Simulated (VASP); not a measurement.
LiB2: single point with PBE

Crystal: LiB2.

```
Li B
1.0
     1.71229    0.98859    2.31171
    -1.71229    0.98859    2.31171
     0.00000   -1.97718    2.31171
Li B
1 2
Direct
  0.00000 0.00000 0.00000
  0.37031 0.37031 0.37031
  0.62969 0.62969 0.62969
```

```
Program             : VASP 6.6.1
Task                : single point
Functional          : PBE
Potentials or basis : VASP PAW PBE potentials, release 64 (Li_sv, B)
Cutoff              : 520 eV
k mesh              : 18 × 18 × 18
Occupations         : gaussian, width 0.1 eV
Spin                : no spin polarisation
```

```yaml
Largest_force: 0.008 eV/Å
```

Forces on the atoms (eV/Å):
```
Li   0.000  0.000  0.000
B    0.000  0.000  0.008
B    0.000  0.000 -0.008
```

Levels at points of the mesh, in eV from the Fermi level:
```tsv
k point	band 1	band 2	band 3	band 4	band 5	band 6	band 7	band 8	band 9	band 10
(0.00, 0.00, 0.00)	-44.49	-11.43	1.81	1.81	2.68	3.17	3.17	5.48	10.90	15.04
(0.50, 0.00, 0.00)	-44.48	-9.21	-6.10	-0.01	0.88	6.47	6.88	9.18	9.73	14.15
(0.50, 0.50, 0.00)	-44.47	-6.62	-6.45	-3.61	-0.58	4.06	4.69	11.00	12.09	16.94
(0.50, 0.50, 0.50)	-44.46	-6.64	-6.13	-0.86	-0.86	3.73	3.77	3.77	12.66	14.25
```

It took 38 s on 1 thread of Intel(R) Xeon(R) 6975P-C (Granite Rapids), on a shared host, peak memory 0.25 GiB.
